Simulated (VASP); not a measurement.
Crystal: Te.

```xyz
3
Lattice="4.4713 0.0000 0.0000 -2.2356 3.8722 0.0000 0.0000 0.0000 5.9487" Properties=species:S:1:pos:R:3 pbc="T T T"
Te    1.1813    0.0000    1.9829
Te   -0.5906    1.0230    3.9658
Te    1.6450    2.8492    0.0000
```

Base run:

```yaml
Program: VASP 6.6.1
Functional: r2SCAN
Potentials_or_basis: VASP PAW PBE potentials, release 64 (Te)
Cutoff: 520 eV
k_mesh: 6 × 6 × 4
Occupations: gaussian, width 0.01 eV
Spin: no spin polarisation
```

Its results: band gap on the k mesh 0.33 eV, direct; pressure 0.9 GPa.

**Question.** The run is repeated on the same cell with these changes: functional from r2SCAN to PBE; occupations from gaussian, width 0.01 eV to fermi-dirac, width 0.02 eV. What comes out?

**Answer.** Band gap on the k mesh 0.16 eV, direct; pressure 1.4 GPa.

Caveats: spin-orbit coupling is left out, which moves the levels of the heavy elements; the PAW data sets were made with another functional, which shifts forces and pressure a little (some runs).

A k mesh can miss the band edges.
